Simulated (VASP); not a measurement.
A run of VASP 6.6.1 is set up as follows.

The input INCAR:

```
  PREC = Accurate
  ENCUT = 520
  EDIFF = 1E-7
  ISMEAR = -1
  SIGMA = 0.05
  LREAL = False
  LASPH = True
  NELM = 100
  ALGO = Normal
  ISIF = 2
  LWAVE = False
  LCHARG = False
  GGA = CA
  NBANDS = 10
```

File KPOINTS:

```
Automatic mesh
0
Gamma
  11 11 11
```

Contents of POSCAR:

```
K
1.0
    0.0000000000      3.1707127868      3.1707127868
    3.1707127868      0.0000000000      3.1707127868
    3.1707127868      3.1707127868      0.0000000000
K
1
Direct
    0.0000000000      0.0000000000      0.0000000000
```

Potentials or basis: VASP PAW LDA potentials, release 64 (K_sv).

The run is started by

```sh
$ cat potpaw_LDA.64/K_sv/POTCAR > POTCAR
$ mpirun -np 1 vasp_std > vasp.out
```

(1) Predict the pressure.

## Answers

(1) 0.0 GPa.
